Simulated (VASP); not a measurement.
# Pt5Au in VASP: a series of runs

The runs below take Pt5Au through single point, with PBE.

Everything below comes from runs of VASP 6.6.1. Logs are shortened: lines on timing, memory, paths and dates and some standing lists are left out, and cuts for length are marked.

### Step 1. The cell of the first run

The cell holds a slab with vacuum, 6 atoms: a = 2.809 Å, b = 3.972 Å, c = 23.021 Å, α = 90.00°, β = 90.00°, γ = 90.00°.

### Step 2. Single point, PBE

INCAR reads:

```
SYSTEM = Pt5Au
PREC = Accurate
ENCUT = 520
EDIFF = 1E-7
ISMEAR = -1
SIGMA = 0.1
LREAL = .FALSE.
LASPH = .TRUE.
NELM = 60
ALGO = Normal
ISIF = 2
LWAVE = .FALSE.
LCHARG = .FALSE.
LDIPOL = .TRUE.
IDIPOL = 3
DIPOL = 0.5 0.5 0.500
GGA = PE
NBANDS = 40
```

KPOINTS reads:

```
Automatic mesh
0
G
  14 10 1
  0 0 0
```

POSCAR reads:

```
Pt5Au
1.0
    2.8085470207      0.0000000000      0.0000000000
    0.0000000000      3.9718852873      0.0000000000
    0.0000000000      0.0000000000     23.0214000000
Pt Au
5 1
Direct
    0.2500000000      0.2500000000      0.3525208290
    0.7500000000      0.7500000000      0.4046703940
    0.7500000000      0.7500000000      0.5293605030
    0.2500000000      0.2500000000      0.5953295994
    0.7500000000      0.7500000000      0.6474791770
    0.2500000000      0.2500000000      0.4706394975
```

Potentials or basis: VASP PAW PBE potentials, release 64 (Pt, Au).

Run with:

```console
$ cat potpaw_PBE.64/Pt/POTCAR potpaw_PBE.64/Au/POTCAR > POTCAR
$ mpirun -np 1 vasp_std > vasp.out
```

OUTCAR:

```text
SYSTEM = Pt5Au
   PREC = Accurate
   ENCUT = 520
   EDIFF = 1E-7
   ISMEAR = -1
   LREAL = .FALSE.
   LASPH = .TRUE.
   NELM = 60
   ISIF = 2
   GGA = PE

 ion  position               nearest neighbor table
   1  0.250  0.250  0.353-   2 2.71   2 2.71   2 2.71   2 2.71   6 2.72
   2  0.750  0.750  0.405-   1 2.71   1 2.71   1 2.71   1 2.71   6 2.87   6 2.87   6 2.87   6 2.87
                             3 2.87
   3  0.750  0.750  0.529-   5 2.72   6 2.78   6 2.78   6 2.78   6 2.78   4 2.87   4 2.87   4 2.87
                             4 2.87   2 2.87
   4  0.250  0.250  0.595-   5 2.71   5 2.71   5 2.71   5 2.71   3 2.87   3 2.87   3 2.87   3 2.87
                             6 2.87
   5  0.750  0.750  0.647-   4 2.71   4 2.71   4 2.71   4 2.71   3 2.72
   6  0.250  0.250  0.471-   1 2.72   3 2.78   3 2.78   3 2.78   3 2.78   2 2.87   2 2.87   2 2.87
                             2 2.87   4 2.87

  LATTYP: Found a simple orthorhombic cell.
 ALAT       =     2.8085470207
 B/A-ratio  =     1.4142135624
 C/A-ratio  =     8.1969074508

  Lattice vectors:

 A1 = (   2.8085470207,   0.0000000000,   0.0000000000)
 A2 = (   0.0000000000,   3.9718852873,   0.0000000000)
 A3 = (   0.0000000000,   0.0000000000,  23.0214000000)

Analysis of symmetry for initial positions (statically):
=====================================================================
 Subroutine PRICEL returns:
 Original cell was already a primitive cell.

 Routine SETGRP: Setting up the symmetry group for a
 simple orthorhombic supercell.

 Subroutine GETGRP returns: Found  4 space group operations
 (whereof  1 operations were pure point group operations)
 out of a pool of  8 trial point group operations.

The static configuration has the point symmetry C_1 .
 The point group associated with its full space group is C_2v.

Analysis of symmetry for dynamics (positions and initial velocities):
=====================================================================
 Subroutine PRICEL returns:
 Original cell was already a primitive cell.

 Routine SETGRP: Setting up the symmetry group for a
 simple orthorhombic supercell.

 Subroutine GETGRP returns: Found  4 space group operations
 (whereof  1 operations were pure point group operations)
 out of a pool of  8 trial point group operations.

The dynamic configuration has the point symmetry C_1 .
 The point group associated with its full space group is C_2v.

 Subroutine INISYM returns: Found  4 space group operations
 (whereof  1 operations are pure point group operations),
 and found     1 'primitive' translations

----------------------------------------------------------------------------------------

[... 114 lines left out ...]
   EFERMI =   0.00;   METHOD = LEGACY
   ISMEAR =    -1;   SIGMA  =   0.10  broadening in eV -4-tet -1-fermi 0-gaus
   EFERMI_NEDOS =   21; number of points for ismear=-14 and -15
   IALGO  =     38    algorithm
   IMIX   =      4    mixing-type and parameters
     AMIX     =   0.40;   BMIX     =  1.00
     AMIX_MAG =   1.60;   BMIX_MAG =  1.00
  volume/ion in A,a.u.               =      42.80       288.84
  Fermi-wavevector in a.u.,A,eV,Ry     =   1.013868  1.915933 13.985813  1.027928
  Thomas-Fermi vector in A             =   2.147062
   LORBIT       =      0    0 simple, 1 ext, 2 COOP (PROOUT), +10 PAW based schemes
   GGA     = PE    functional components
   LHFCALC =     F    Hartree Fock is set to
   AEXX    =    0.0000 exact exchange contribution
   IVDW    =     0    specifies the selected vdW correction
   LEPSILON=     F    determine dielectric tensor
   LRPA    =     F    only Hartree local field effects (RPA)
 non-spin polarized calculation
  energy-cutoff  :      520.00
  volume of cell :      256.81
 maximum number of plane-waves:      6970
 NGX is ok and might be reduce to    24
   NGX = 11   NGY = 15   NGZ = 85

 dipolmoment           0.000000      0.000000      0.053926 electrons x Angstroem

 number of electron      61.0000007 magnetization

 dipolmoment           0.000000      0.000000     -0.014715 electrons x Angstroem

 Free energy of the ion-electron system (eV)
  ---------------------------------------------------
  ext. energy  EPLUGINS =         0.00000000
  ---------------------------------------------------
  free energy    TOTEN  =       -30.99948512 eV

  energy without entropy =      -30.66628317  energy(sigma->0) =      -30.83288414

 E-fermi :   0.3840     XC(G=0):  -5.6621

 val. band max:        0.3814771306   @ k =   0.3571   0.0000   0.0000
 cond. band min:       0.3857927309   @ k =   0.3571   0.1000   0.0000
 fundamental gap:      0.0043156003
 Fermi energy:         0.3840209026

 k-point     1 :       0.0000    0.0000    0.0000
  band No.  band energies     occupation
      1      -8.8924      2.00000
      2      -7.3947      2.00000
      3      -6.1948      2.00000
      4      -5.8940      2.00000
      5      -5.5360      2.00000
      6      -5.3548      2.00000
[... 1021 lines left out ...]
     39       7.8933      0.00000
     40       8.0945      0.00000

 [... further k-points ...]

------------------------ aborting loop because EDIFF is reached ----------------------------------------

 vacuum level on the upper side and lower side of the slab       (xc-potential included)        -0.161         0.109

  FORCE on cell =-STRESS in cart. coord.  units (eV):
  Direction    XX          YY          ZZ          XY          YZ          ZX
  --------------------------------------------------------------------------------------
  -------------------------------------------------------------------------------------
  Total       -2.3585455      1.2431290      2.4735464      0.0000000      0.0000000      0.0000000
  in kB      -14.7144732      7.7556225     15.4319396      0.0000000      0.0000000      0.0000000
  external PRESSURE =       2.8243630 kB  Pullay stress =       0.0000000 kB

 VOLUME and BASIS-vectors are now :
 -----------------------------------------------------------------------------
  energy-cutoff  :      520.00
  volume of cell :      256.81
      direct lattice vectors                 reciprocal lattice vectors
     2.808547021  0.000000000  0.000000000     0.356055994  0.000000000  0.000000000
     0.000000000  3.971885287  0.000000000     0.000000000  0.251769608  0.000000000
     0.000000000  0.000000000 23.021400000     0.000000000  0.000000000  0.043437845

 POSITION                                       TOTAL-FORCE (eV/Angst)
 -----------------------------------------------------------------------------------
      0.70214      0.99297      8.11552         0.000000      0.000000     -0.245201
      2.10641      2.97891      9.31608         0.000000      0.000000     -0.614342
      2.10641      2.97891     12.18662         0.000000      0.000000      0.538757
      0.70214      0.99297     13.70532         0.000000      0.000000      0.335968
      2.10641      2.97891     14.90588         0.000000      0.000000     -0.181917
      0.70214      0.99297     10.83478         0.000000      0.000000      0.166736
 -----------------------------------------------------------------------------------
    total drift:                                0.000000      0.000000     -0.000069

  FREE ENERGIE OF THE ION-ELECTRON SYSTEM (eV)
  ---------------------------------------------------
  free  energy   TOTEN  =       -30.9994851176 eV

  energy  without entropy=      -30.6662831674  energy(sigma->0) =      -30.83288414

 vacuum level on the upper side and lower side of the slab         5.668         5.911
```

OSZICAR:

```text
N       E                     dE             d eps       ncg     rms          rms(c)
DAV:   1     0.403251448211E+03    0.40325E+03   -0.26693E+04  3840   0.129E+03
DAV:   2    -0.111156269248E+02   -0.41437E+03   -0.37952E+03  4624   0.266E+02
DAV:   3    -0.326272701153E+02   -0.21512E+02   -0.19822E+02  4552   0.572E+01
[... 29 lines left out ...]
DAV:  33    -0.309994836742E+02   -0.10451E-05   -0.20561E-08  2784   0.443E-04    0.167E-03
DAV:  34    -0.309994845525E+02   -0.87834E-06   -0.56231E-08  2776   0.858E-04    0.807E-04
DAV:  35    -0.309994848730E+02   -0.32046E-06   -0.37313E-08  2728   0.708E-04    0.131E-04
DAV:  36    -0.309994850574E+02   -0.18444E-06   -0.69847E-09  2544   0.259E-04    0.115E-04
DAV:  37    -0.309994851176E+02   -0.60155E-07   -0.30281E-09  2696   0.138E-04
   1 F= -.30999485E+02 E0= -.30832884E+02  d E =-.333202E+00
```

Run time: 19 min. Hardware: 1 thread of Oxide Virtual Turin-like, shared host; peak memory 0.59 GiB.

What came out:

```
Free energy            : -30.9995 eV
Largest force          : 0.614 eV/Å
Band gap on the k mesh : zero (an odd number of electrons rules out a gap without spin polarisation)
```

Forces on the atoms (eV/Å):
```
Pt   0.000  0.000 -0.245
Pt   0.000  0.000 -0.614
Pt   0.000  0.000  0.539
Pt   0.000  0.000  0.336
Pt   0.000  0.000 -0.182
Au   0.000  0.000  0.167
```

Levels at points of the mesh, in eV from the Fermi level:
```tsv
k point	band 28	band 29	band 30	band 31	band 32	band 33	band 34	band 35
(0.00, 0.00, 0.00)	-0.71	-0.58	-0.48	-0.28	0.25	0.40	0.68	3.13
(0.50, 0.00, 0.00)	-0.03	0.05	0.19	1.30	1.89	2.21	2.27	2.45
(0.00, 0.50, 0.00)	-0.59	-0.23	-0.21	-0.06	0.00	0.00	0.15	0.21
(0.50, 0.50, 0.00)	0.09	0.16	0.30	1.06	1.11	3.59	3.60	4.76
```

Caveat: spin-orbit coupling is left out, which moves the levels of the heavy elements.

### Step 3. Single point, PBE

INCAR reads:

```
PREC     = Accurate       # precision mode
ENCUT    = 520            # plane-wave cutoff, eV
EDIFF    = 1E-7           # SCF threshold, eV
ISMEAR   = -1             # smearing method
SIGMA    = 0.1            # smearing width, eV
LREAL    = F              # projectors in reciprocal space
LASPH    = T              # aspherical terms in the spheres
NELM     = 60             # most SCF steps
ALGO     = Normal         # electronic algorithm
ISIF     = 2              # what is computed and relaxed
LWAVE    = F              # write WAVECAR
LCHARG   = F              # write CHGCAR
LDIPOL   = T            
IDIPOL   = 3            
DIPOL    = 0.5 0.5 0.500
GGA      = PE             # functional
NBANDS   = 40             # bands
```

KPOINTS reads:

```
Automatic mesh
0
Gamma
  14 10 1
```

POSCAR is that of step 2.

Potentials or basis: VASP PAW PBE potentials, release 64 (Pt, Au).

Run with:

```console
$ cat potpaw_PBE.64/Pt/POTCAR potpaw_PBE.64/Au/POTCAR > POTCAR
$ mpirun -np 1 vasp_std > vasp.out
```

Wall time 24 min (1 thread of Oxide Virtual Turin-like, shared host); peak memory 0.58 GiB.

It converged, with:

| Item | Value |
| --- | --- |
| Free energy | -30.9995 eV |
| Largest force | 0.614 eV/Å |
| Band gap on the k mesh | zero (an odd number of electrons rules out a gap without spin polarisation) |

Forces in eV/Å, atoms in the order of the input:
```
Pt   0.000  0.000 -0.245
Pt   0.000  0.000 -0.614
Pt   0.000  0.000  0.539
Pt   0.000  0.000  0.336
Pt   0.000  0.000 -0.182
Au   0.000  0.000  0.167
```

Levels at points of the mesh, in eV from the Fermi level:
| k point | band 28 | band 29 | band 30 | band 31 | band 32 | band 33 | band 34 | band 35 |
| --- | --- | --- | --- | --- | --- | --- | --- | --- |
| (0.00, 0.00, 0.00) | -0.71 | -0.58 | -0.48 | -0.28 | 0.25 | 0.40 | 0.68 | 3.13 |
| (0.50, 0.00, 0.00) | -0.03 | 0.05 | 0.19 | 1.30 | 1.89 | 2.21 | 2.27 | 2.45 |
| (0.00, 0.50, 0.00) | -0.59 | -0.23 | -0.21 | -0.06 | 0.00 | 0.00 | 0.15 | 0.21 |
| (0.50, 0.50, 0.00) | 0.09 | 0.16 | 0.30 | 1.06 | 1.11 | 3.59 | 3.60 | 4.76 |

Caveat: spin-orbit coupling is left out, which moves the levels of the heavy elements.
